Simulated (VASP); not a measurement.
# ZnS (F-43m) in VASP: further runs

The runs below take ZnS through single point, with PBEsol.

All numbers are computed with VASP 6.6.1; they aren't measurements. Logs are shortened: lines on timing, memory, paths and dates and some standing lists are left out, and cuts for length are marked.

## (1) The cell of the first run

Symmetry: F-43m, No. 216, cubic system. Conventional cell: a = 5.313 Å, b = 5.313 Å, c = 5.313 Å, α = 90.00°, β = 90.00°, γ = 90.00°. Within 3.0 Å of Zn (site symmetry -43m) lie 4 S at 2.30 Å. S (site symmetry -43m) has 4 Zn at 2.30 Å within 3.0 Å.

## (2) Single point, PBEsol

Contents of INCAR:

```
ALGO = Normal
EDIFF = 1E-7
ENCUT = 520
GGA = PS
ISIF = 2
ISMEAR = 0
LASPH = True
LCHARG = False
LREAL = False
LWAVE = False
NBANDS = 16
NELM = 60
PREC = Accurate
SIGMA = 0.01
```

Contents of KPOINTS:

```
k-points
0
Gamma
  8 8 8
```

Contents of POSCAR:

```
ZnS
1.0
    0.0000000000      2.6565693268      2.6565693268
    2.6565693268      0.0000000000      2.6565693268
    2.6565693268      2.6565693268      0.0000000000
Zn S
1 1
Direct
    0.7500000000      0.7500000000      0.7500000000
    0.0000000000      0.0000000000      0.0000000000
```

Potentials or basis: VASP PAW PBE potentials, release 64 (Zn, S).

On the command line:

```sh
cat potpaw_PBE.64/Zn/POTCAR potpaw_PBE.64/S/POTCAR > POTCAR
mpirun -np 1 vasp_std > vasp.out
```

OUTCAR:

```text
EDIFF = 1E-7
   ENCUT = 520
   GGA = PS
   ISIF = 2
   ISMEAR = 0
   LASPH = True
   LREAL = False
   NELM = 60
   PREC = Accurate

 ion  position               nearest neighbor table
   1  0.750  0.750  0.750-   2 2.30   2 2.30   2 2.30   2 2.30
   2  0.000  0.000  0.000-   1 2.30   1 2.30   1 2.30   1 2.30

  LATTYP: Found a face centered cubic cell.
 ALAT       =     5.3131386536

  Lattice vectors:

 A1 = (   0.0000000000,   2.6565693268,   2.6565693268)
 A2 = (   2.6565693268,   0.0000000000,   2.6565693268)
 A3 = (   2.6565693268,   2.6565693268,   0.0000000000)

Analysis of symmetry for initial positions (statically):
=====================================================================
 Subroutine PRICEL returns:
 Original cell was already a primitive cell.

 Routine SETGRP: Setting up the symmetry group for a
 face centered cubic supercell.

 Subroutine GETGRP returns: Found 24 space group operations
 (whereof 24 operations were pure point group operations)
 out of a pool of 48 trial point group operations.

The static configuration has the point symmetry T_d .

Analysis of symmetry for dynamics (positions and initial velocities):
=====================================================================
 Subroutine PRICEL returns:
 Original cell was already a primitive cell.

 Routine SETGRP: Setting up the symmetry group for a
 face centered cubic supercell.

 Subroutine GETGRP returns: Found 24 space group operations
 (whereof 24 operations were pure point group operations)
 out of a pool of 48 trial point group operations.

The dynamic configuration has the point symmetry T_d .

 Subroutine INISYM returns: Found 24 space group operations
 (whereof 24 operations are pure point group operations),
 and found     1 'primitive' translations

----------------------------------------------------------------------------------------

                                     Primitive cell

  volume of cell :      37.4967

  direct lattice vectors                    reciprocal lattice vectors
     0.000000000  2.656569327  2.656569327    -0.188212668  0.188212668  0.188212668
     2.656569327  0.000000000  2.656569327     0.188212668 -0.188212668  0.188212668
     2.656569327  2.656569327  0.000000000     0.188212668  0.188212668 -0.188212668

  length of vectors
     3.756956371  3.756956371  3.756956371     0.325993903  0.325993903  0.325993903

  position of ions in fractional coordinates (direct lattice)
     0.750000000  0.750000000  0.750000000
     0.000000000  0.000000000  0.000000000

  ion indices of the primitive-cell ions
   primitive index   ion index
                 1           1
                 2           2

----------------------------------------------------------------------------------------

 KPOINTS: k-points

Automatic generation of k-mesh.
 Grid dimensions read from file:
 generate k-points for:    8    8    8

 Generating k-lattice:

  Cartesian coordinates                     Fractional coordinates (reciprocal lattice)
    -0.023526583  0.023526583  0.023526583     0.125000000  0.000000000  0.000000000
     0.023526583 -0.023526583  0.023526583     0.000000000  0.125000000  0.000000000
     0.023526583  0.023526583 -0.023526583     0.000000000  0.000000000  0.125000000

  Length of vectors
     0.040749238  0.040749238  0.040749238

  Shift w.r.t. Gamma in fractional coordinates (k-lattice)
     0.000000000  0.000000000  0.000000000

 Subroutine IBZKPT returns following result:
 ===========================================

 Found     29 irreducible k-points:

 Following reciprocal coordinates:
            Coordinates               Weight
  0.000000  0.000000  0.000000      1.000000
  0.125000  0.000000  0.000000      8.000000
  0.250000  0.000000  0.000000      8.000000
  0.375000  0.000000  0.000000      8.000000
  0.500000  0.000000  0.000000      4.000000
  0.125000  0.125000  0.000000      6.000000
[... 16 lines left out ...]
  0.500000  0.250000  0.125000     48.000000
 -0.375000  0.250000  0.125000     24.000000
 [... further k-points ...]
   k-points           NKPTS =     29   k-points in BZ     NKDIM =     29   number of bands    NBANDS=     16
   number of dos      NEDOS =    301   number of ions     NIONS =      2
   total plane-waves  NPLWV =  21952
   dimension x,y,z NGX =    28 NGY =   28 NGZ =   28
   dimension x,y,z NGXF=    56 NGYF=   56 NGZF=   56
   ions per type =               1   1
   NGX,Y,Z   is equivalent  to a cutoff of  12.39, 12.39, 12.39 a.u.
   NGXF,Y,Z  is equivalent  to a cutoff of  24.78, 24.78, 24.78 a.u.
 SYSTEM =  unknown system
   PREC   = accura    normal or accurate (medium, high low for compatibility)
   ISTART =      0    job   : 0-new  1-cont  2-samecut
   ICHARG =      2    charge: 1-file 2-atom 10-const
   ISPIN  =      1    spin polarized calculation?
   LNONCOLLINEAR =      F non collinear calculations
   LSORBIT =      F    spin-orbit coupling
   LASPH  =      T    aspherical Exc in radial PAW
   ENCUT  =  520.0 eV  38.22 Ry    6.18 a.u.   6.99  6.99  6.99*2*pi/ulx,y,z
   NELM   =     60;   NELMIN=  2; NELMDL= -5     # of ELM steps
   EDIFF  = 0.1E-06   stopping-criterion for ELM
   LREAL  =      F    real-space projection
   EDIFFG = 0.1E-05   stopping-criterion for IOM
   NSW    =      0    number of steps for IOM
   IBRION =     -1    ionic relax: 0-MD 1-quasi-New 2-CG
   NFREE  =      0    steps in history (QN), initial steepest desc. (CG)
   ISIF   =      2    stress and relaxation
   ISYM   =      2    0-nonsym 1-usesym 2-fastsym
   POTIM  = 0.5000    time-step for ionic-motion
   TEBEG  =    0.0;   TEEND  =   0.0 temperature during run
   PSTRESS=    0.0 pullay stress
   NELECT =      18.0000    total number of electrons
   NUPDOWN=      -1.0000    fix difference up-down
   EMIN   =  10.00;   EMAX   =-10.00  energy-range for DOS
   EFERMI =   0.00;   METHOD = LEGACY
   ISMEAR =     0;   SIGMA  =   0.01  broadening in eV -4-tet -1-fermi 0-gaus
   EFERMI_NEDOS =   21; number of points for ismear=-14 and -15
   IALGO  =     38    algorithm
   IMIX   =      4    mixing-type and parameters
     AMIX     =   0.40;   BMIX     =  1.00
     AMIX_MAG =   1.60;   BMIX_MAG =  1.00
  volume/ion in A,a.u.               =      18.75       126.52
  Fermi-wavevector in a.u.,A,eV,Ry     =   1.281842  2.422330 22.355992  1.643119
  Thomas-Fermi vector in A             =   2.414188
   LORBIT       =      0    0 simple, 1 ext, 2 COOP (PROOUT), +10 PAW based schemes
   GGA     = PS    functional components
   LHFCALC =     F    Hartree Fock is set to
   AEXX    =    0.0000 exact exchange contribution
   IVDW    =     0    specifies the selected vdW correction
   LEPSILON=     F    determine dielectric tensor
   LRPA    =     F    only Hartree local field effects (RPA)
 non-spin polarized calculation
 Gauss-broadening in eV      SIGMA  =   0.01
  energy-cutoff  :      520.00
  volume of cell :       37.50
 maximum number of plane-waves:      1036
   NGX = 13   NGY = 13   NGZ = 13

 number of electron      18.0000018 magnetization

 Free energy of the ion-electron system (eV)
  ---------------------------------------------------
  ext. energy  EPLUGINS =         0.00000000
  ---------------------------------------------------
  free energy    TOTEN  =        -7.58146354 eV

  energy without entropy =       -7.58146354  energy(sigma->0) =       -7.58146354

 E-fermi :   2.6205     XC(G=0): -10.0904

 val. band max:        2.5030856221   @ k =   0.0000   0.0000   0.0000
 cond. band min:       4.7032334624   @ k =   0.0000   0.0000   0.0000
 fundamental gap:      2.2001478403
 Fermi energy:         2.6204500119

 k-point     1 :       0.0000    0.0000    0.0000
  band No.  band energies     occupation
      1     -11.0229      2.00000
      2      -4.0896      2.00000
      3      -4.0896      2.00000
      4      -4.0896      2.00000
      5      -3.5285      2.00000
      6      -3.5285      2.00000
[... 8 lines left out ...]
     15      14.2978      0.00000
     16      14.4272      0.00000

 k-point     2 :       0.1250    0.0000    0.0000
  band No.  band energies     occupation
      1     -10.8936      2.00000
      2      -4.0949      2.00000
      3      -4.0662      2.00000
      4      -4.0662      2.00000
      5      -3.5306      2.00000
      6      -3.5306      2.00000
[... 8 lines left out ...]
     15      13.6470      0.00000
     16      15.2037      0.00000

 k-point     3 :       0.2500    0.0000    0.0000
  band No.  band energies     occupation
      1     -10.5532      2.00000
      2      -4.0632      2.00000
      3      -4.0150      2.00000
      4      -4.0150      2.00000
      5      -3.5272      2.00000
      6      -3.5272      2.00000
[... 8 lines left out ...]
     15      13.4374      0.00000
     16      14.6225      0.00000

 k-point     4 :       0.3750    0.0000    0.0000
  band No.  band energies     occupation
      1     -10.1616      2.00000
      2      -3.9750      2.00000
      3      -3.9750      2.00000
      4      -3.8564      2.00000
      5      -3.5077      2.00000
      6      -3.5077      2.00000
[... 8 lines left out ...]
     15      14.6198      0.00000
     16      14.6198      0.00000
[... 324 lines left out ...]
 k-point    22 :       0.3750    0.2500    0.1250
  band No.  band energies     occupation
      1     -10.2850      2.00000
      2      -4.0946      2.00000
      3      -3.9455      2.00000
      4      -3.9179      2.00000
      5      -3.5571      2.00000
      6      -3.4849      2.00000
[... 8 lines left out ...]
     15      15.3807      0.00000
     16      17.7488      0.00000

 k-point    23 :       0.5000    0.2500    0.1250
  band No.  band energies     occupation
      1      -9.9563      2.00000
      2      -3.9842      2.00000
      3      -3.9142      2.00000
      4      -3.7781      2.00000
      5      -3.5115      2.00000
      6      -3.4539      2.00000
[... 8 lines left out ...]
     15      16.4309      0.00000
     16      16.9749      0.00000

 k-point    24 :      -0.3750    0.2500    0.1250
  band No.  band energies     occupation
      1      -9.8076      2.00000
      2      -3.9583      2.00000
      3      -3.8878      2.00000
      4      -3.6063      2.00000
      5      -3.5162      2.00000
      6      -3.2323      2.00000
[... 8 lines left out ...]
     15      16.0432      0.00000
     16      16.9540      0.00000

 [... further k-points ...]

------------------------ aborting loop because EDIFF is reached ----------------------------------------

  FORCE on cell =-STRESS in cart. coord.  units (eV):
  Direction    XX          YY          ZZ          XY          YZ          ZX
  --------------------------------------------------------------------------------------
  -------------------------------------------------------------------------------------
  Total        0.5277535      0.5277535      0.5277535      0.0000000     -0.0000000      0.0000000
  in kB       22.5500872     22.5500872     22.5500872      0.0000000     -0.0000000      0.0000000
  external PRESSURE =      22.5500872 kB  Pullay stress =       0.0000000 kB

 VOLUME and BASIS-vectors are now :
 -----------------------------------------------------------------------------
  energy-cutoff  :      520.00
  volume of cell :       37.50
      direct lattice vectors                 reciprocal lattice vectors
     0.000000000  2.656569327  2.656569327    -0.188212668  0.188212668  0.188212668
     2.656569327  0.000000000  2.656569327     0.188212668 -0.188212668  0.188212668
     2.656569327  2.656569327  0.000000000     0.188212668  0.188212668 -0.188212668

 POSITION                                       TOTAL-FORCE (eV/Angst)
 -----------------------------------------------------------------------------------
      3.98485      3.98485      3.98485        -0.000000     -0.000000     -0.000000
      0.00000      0.00000      0.00000         0.000000      0.000000      0.000000
 -----------------------------------------------------------------------------------
    total drift:                                0.000002      0.000002      0.000002

  FREE ENERGIE OF THE ION-ELECTRON SYSTEM (eV)
  ---------------------------------------------------
  free  energy   TOTEN  =        -7.5814635446 eV

  energy  without entropy=       -7.5814635446  energy(sigma->0) =       -7.58146354
```

Wall time 28 s (1 thread of Intel Xeon 8259CL, shared host); peak memory 0.16 GiB.

Results:

| Item | Value |
| --- | --- |
| Free energy | -7.5815 eV |
| Pressure | 2.3 GPa |
| Band gap on the k mesh | 2.20 eV, direct |

Levels at points of the mesh, in eV from the valence-band top:
| k point | band 6 | band 7 | band 8 | band 9 | band 10 | band 11 | band 12 | band 13 |
| --- | --- | --- | --- | --- | --- | --- | --- | --- |
| (0.00, 0.00, 0.00) | -6.03 | 0.00 | 0.00 | 0.00 | 2.20 | 6.27 | 6.27 | 6.27 |
| (0.50, 0.00, 0.00) | -5.83 | -5.69 | -0.95 | -0.95 | 3.29 | 6.80 | 6.80 | 8.88 |
| (0.50, 0.50, 0.00) | -5.80 | -4.81 | -2.44 | -2.44 | 3.12 | 3.95 | 11.20 | 12.23 |

Caveat: the PAW data sets were made with another functional, which shifts forces and pressure a little. As with any semilocal functional, this PBEsol gap is likely too small.

## (3) Single point, PBEsol

This run uses another cell than the first one, of 18.35 Å³/atom, 0.979 times its volume.

Contents of INCAR:

```
PREC = Accurate
ENCUT = 520
EDIFF = 1E-6
ISMEAR = 0
SIGMA = 0.01
LREAL = F
LASPH = T
NELM = 60
ALGO = Normal
ISIF = 2
LWAVE = F
LCHARG = F
GGA = PS
NBANDS = 16
```

Contents of KPOINTS:

```
Automatic mesh
0
Gamma
  8 8 8
```

Contents of POSCAR:

```
ZnS
1.0
    0.0000000000      2.6377583027      2.6377583027
    2.6377583027      0.0000000000      2.6377583027
    2.6377583027      2.6377583027      0.0000000000
Zn S
1 1
Direct
    0.7500000000      0.7500000000      0.7500000000
    0.0000000000      0.0000000000      0.0000000000
```

Potentials or basis: VASP PAW PBE potentials, release 64 (Zn, S).

On the command line:

```sh
cat potpaw_PBE.64/Zn/POTCAR potpaw_PBE.64/S/POTCAR > POTCAR
mpirun -np 1 vasp_std > vasp.out
```

OUTCAR:

```text
PREC = Accurate
   ENCUT = 520
   EDIFF = 1E-6
   ISMEAR = 0
   LREAL = F
   LASPH = T
   NELM = 60
   ISIF = 2
   GGA = PS

 ion  position               nearest neighbor table
   1  0.750  0.750  0.750-   2 2.28   2 2.28   2 2.28   2 2.28
   2  0.000  0.000  0.000-   1 2.28   1 2.28   1 2.28   1 2.28

  LATTYP: Found a face centered cubic cell.
 ALAT       =     5.2755166054

  Lattice vectors:

 A1 = (   0.0000000000,   2.6377583027,   2.6377583027)
 A2 = (   2.6377583027,   0.0000000000,   2.6377583027)
 A3 = (   2.6377583027,   2.6377583027,   0.0000000000)

Analysis of symmetry for initial positions (statically):
=====================================================================
 Subroutine PRICEL returns:
 Original cell was already a primitive cell.

 Routine SETGRP: Setting up the symmetry group for a
 face centered cubic supercell.

 Subroutine GETGRP returns: Found 24 space group operations
 (whereof 24 operations were pure point group operations)
 out of a pool of 48 trial point group operations.

[... 155 lines left out ...]
  ---------------------------------------------------
  ext. energy  EPLUGINS =         0.00000000
  ---------------------------------------------------
  free energy    TOTEN  =        -7.56538320 eV

  energy without entropy =       -7.56538320  energy(sigma->0) =       -7.56538320

 E-fermi :   2.8200     XC(G=0): -10.1925

 val. band max:        2.7174314459   @ k =   0.0000   0.0000   0.0000
 cond. band min:       5.0125733203   @ k =   0.0000   0.0000   0.0000
 fundamental gap:      2.2951418743
 Fermi energy:         2.8199850226

 k-point     1 :       0.0000    0.0000    0.0000
  band No.  band energies     occupation
      1     -10.9725      2.00000
      2      -3.9771      2.00000
      3      -3.9771      2.00000
      4      -3.9771      2.00000
      5      -3.3889      2.00000
      6      -3.3889      2.00000
[... 433 lines left out ...]
      3      -3.7680      2.00000
      4      -3.4776      2.00000
      5      -3.3767      2.00000
      6      -3.0830      2.00000
[... 8 lines left out ...]
     15      16.3336      0.00000
     16      17.2708      0.00000

 [... further k-points ...]
[... 5 lines left out ...]
  --------------------------------------------------------------------------------------
  -------------------------------------------------------------------------------------
  Total        0.9617098      0.9617098      0.9617098      0.0000000      0.0000000     -0.0000000
  in kB       41.9777962     41.9777962     41.9777962      0.0000000      0.0000000     -0.0000000
  external PRESSURE =      41.9777962 kB  Pullay stress =       0.0000000 kB

 VOLUME and BASIS-vectors are now :
 -----------------------------------------------------------------------------
  energy-cutoff  :      520.00
  volume of cell :       36.71
      direct lattice vectors                 reciprocal lattice vectors
     0.000000000  2.637758303  2.637758303    -0.189554896  0.189554896  0.189554896
     2.637758303  0.000000000  2.637758303     0.189554896 -0.189554896  0.189554896
     2.637758303  2.637758303  0.000000000     0.189554896  0.189554896 -0.189554896

 POSITION                                       TOTAL-FORCE (eV/Angst)
 -----------------------------------------------------------------------------------
      3.95664      3.95664      3.95664         0.000000     -0.000000      0.000000
      0.00000      0.00000      0.00000        -0.000000      0.000000     -0.000000
 -----------------------------------------------------------------------------------
    total drift:                                0.000002      0.000002      0.000002

  FREE ENERGIE OF THE ION-ELECTRON SYSTEM (eV)
  ---------------------------------------------------
  free  energy   TOTEN  =        -7.5653831966 eV

  energy  without entropy=       -7.5653831966  energy(sigma->0) =       -7.56538320
```

OSZICAR:

```text
N       E                     dE             d eps       ncg     rms          rms(c)
DAV:   1     0.801046497933E+02    0.80105E+02   -0.85265E+03   928   0.135E+03
DAV:   2    -0.290908986813E+01   -0.83014E+02   -0.77698E+02  1040   0.256E+02
DAV:   3    -0.793500764409E+01   -0.50259E+01   -0.49989E+01  1120   0.596E+01
DAV:   4    -0.798277206885E+01   -0.47764E-01   -0.47751E-01  1136   0.603E+00
DAV:   5    -0.798322823868E+01   -0.45617E-03   -0.45615E-03  1144   0.575E-01    0.767E+00
DAV:   6    -0.759130029236E+01    0.39193E+00   -0.80808E-01  1304   0.339E+01    0.594E+00
DAV:   7    -0.756907925025E+01    0.22221E-01   -0.26283E-01  1128   0.531E+00    0.285E+00
DAV:   8    -0.756557077861E+01    0.35085E-02   -0.61046E-03  1328   0.115E+00    0.665E-01
DAV:   9    -0.756531559797E+01    0.25518E-03   -0.10821E-03  1144   0.280E-01    0.856E-02
DAV:  10    -0.756537938228E+01   -0.63784E-04   -0.14430E-04  1160   0.100E-01    0.395E-02
DAV:  11    -0.756538293045E+01   -0.35482E-05   -0.24282E-05  1192   0.640E-02    0.625E-03
DAV:  12    -0.756538319660E+01   -0.26615E-06   -0.27704E-06  1136   0.170E-02
   1 F= -.75653832E+01 E0= -.75653832E+01  d E =-.697157E-50
```

Wall time 27 s (1 thread of Intel Xeon 8259CL, shared host); peak memory 0.16 GiB.

Results:

| Item | Value |
| --- | --- |
| Free energy | -7.5654 eV |
| Pressure | 4.2 GPa |
| Band gap on the k mesh | 2.30 eV, direct |

Caveat: the PAW data sets were made with another functional, which shifts forces and pressure a little.
